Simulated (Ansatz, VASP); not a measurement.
HgTe: VASP beside Ansatz

```
Hg Te
1.0
     0.00000    3.34308    3.21450
     3.34308    0.00000    3.21450
     3.34308    3.34308    0.00000
Hg Te
1 1
Direct
  0.00000 0.00000 0.00000
  0.75000 0.75000 0.75000
```

Alike in both runs: task single point; functional PBE; k mesh 6 × 6 × 6; occupations fermi-dirac, width 0.05 eV; no spin polarisation.

```csv
,VASP,Ansatz
version,VASP 6.6.1,Ansatz 0.2.0
potentials or method,"VASP PAW PBE potentials, release 64 (Hg, Te)",Ansatz PAW
plane-wave cutoff (eV),520,420
valence electrons in the cell,18,36
```

```csv
,VASP,Ansatz,Ansatz less VASP
gap on the k mesh at the Fermi level (eV),0.12,0.12,+0.001
least direct gap on the mesh (eV),0.12,0.12,+0.001
pressure (GPa),0.9,0.9,-0.05
"traceless stress, the component that is largest in VASP (GPa)",0.33,0.33,+0.001
```

VASP's potentials hold 18 valence electrons a cell and Ansatz's 36, so a difference there can come from the potentials and not from the codes.

Neither program's run includes spin-orbit coupling.
